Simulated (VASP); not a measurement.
# AlN (wurtzite type): relaxation of cell and atoms with PBE

AlN (wurtzite type):

```
Al N
1.0
     2.51388    0.00000    0.00000
    -1.25694    2.17709    0.00000
     0.00000    0.00000    4.09763
Al N
2 2
Cartesian
  0.0000 1.4514 0.0000
  1.2569 0.7257 2.0488
  0.0000 1.4514 1.5407
  1.2569 0.7257 3.5895
```

```
Program                : VASP 6.6.1
Task                   : relaxation of cell and atoms
Functional             : PBE
Potentials or basis    : VASP PAW PBE potentials, release 64 (Al, N)
Cutoff                 : 600 eV
k mesh                 : 14 × 14 × 8
Occupations            : fermi-dirac, width 0.1 eV
Spin                   : no spin polarisation
Target pressure        : 300 GPa
Dipole correction      : no
Further INCAR settings : ALGO = Normal; EDIFF = 1e-06; IBRION = 2; EDIFFG = -0.005; NSW = 60; ISIF = 3
```

```
Relaxed volume                                         : 5.87 Å³/atom
Relaxed cell                                           : a = 2.805 Å, b = 2.805 Å, c = 3.446 Å, α = 90.00°, β = 90.00°, γ = 120.00°
Space group after relaxing (to 0.05 Å)                 : P6_3/mmc (No. 194)
Energy change on relaxing (the enthalpy is what falls) : -1369.1 meV/atom
Ionic steps                                            : 32
Pressure after relaxing                                : 300.1 GPa
Band gap on the k mesh                                 : 4.16 eV, indirect (least direct gap 6.62 eV)
```

Stress tensor (GPa, compression positive):
```
300.13   0.00   0.00
  0.00 300.13   0.00
  0.00   0.00 300.00
```

Step by step:
```tsv
step	energy change (eV)	largest force (eV/Å)	pressure (GPa)	volume (Å³)
1	0.0000	0.5494	422.45	22.43
2	-15.6193	0.1698	14.01	39.39
3	-6.3031	0.1281	270.85	25.37
4	-5.2101	0.1348	297.03	24.76
5	-5.1201	0.1353	299.20	24.71
6	-5.1521	2.7800	297.63	24.71
7	-5.1714	1.8001	297.88	24.72
8	-5.1809	1.8990	297.63	24.71
9	-5.2079	2.2609	296.70	24.68
10	-5.2656	3.2156	294.18	24.59
11	-5.3945	5.5339	289.28	24.31
12	-3.2863	4.3666	334.59	23.30
13	-5.0677	7.7268	294.71	24.05
14	-4.6257	7.7659	305.82	23.71
15	-4.4980	7.5877	308.78	23.65
16	-4.5026	7.4380	308.78	23.65
17	-4.5027	6.9616	309.02	23.64
18	-4.5224	6.8968	308.74	23.65
19	-4.5803	6.7072	307.92	23.65
20	-4.6921	6.3387	306.30	23.66
21	-4.8995	5.6390	303.27	23.67
22	-5.2537	4.3778	298.00	23.70
23	-5.7486	2.3550	290.29	23.75
24	-6.0795	0.0699	284.34	23.83
25	-6.0705	0.2559	284.65	23.82
26	-6.0646	0.3472	284.78	23.81
27	-5.9373	0.3091	288.09	23.74
28	-5.5471	0.1892	298.27	23.53
29	-5.4368	0.1552	301.10	23.47
30	-5.4460	0.1192	300.86	23.47
31	-5.4732	0.0111	300.14	23.49
32	-5.4765	0.0013	300.09	23.49
```

Final structure:
```
CELL_PARAMETERS angstrom
2.80549 0.00000 0.00000
-1.40274 2.42962 0.00000
0.00000 0.00000 3.44614
ATOMIC_POSITIONS crystal
Al 0.33333 0.66667 0.93799
Al 0.66667 0.33333 0.43799
N 0.33333 0.66667 0.43801
N 0.66667 0.33333 0.93801
```

Levels at points of the mesh, in eV from the valence-band top:
```tsv
k point	band 6	band 7	band 8	band 9	band 10	band 11
(0.00, 0.00, 0.00)	-2.98	-2.98	0.00	6.62	9.30	11.60
(0.50, 0.00, 0.00)	-5.27	-4.91	-1.79	5.24	7.94	9.62
(0.00, 0.00, 0.50)	-4.18	-4.18	-4.18	8.76	8.76	10.98
(0.50, 0.00, 0.50)	-4.99	-3.15	-3.15	6.78	6.78	14.81
```

It took 3.4 min on 1 thread of Intel(R) Xeon(R) 6975P-C (Granite Rapids) (shared host), peak memory 0.17 GiB.

Caveat: the cell is relaxed towards a set pressure, so the enthalpy falls and the energy may rise. A k mesh can miss the band edges.
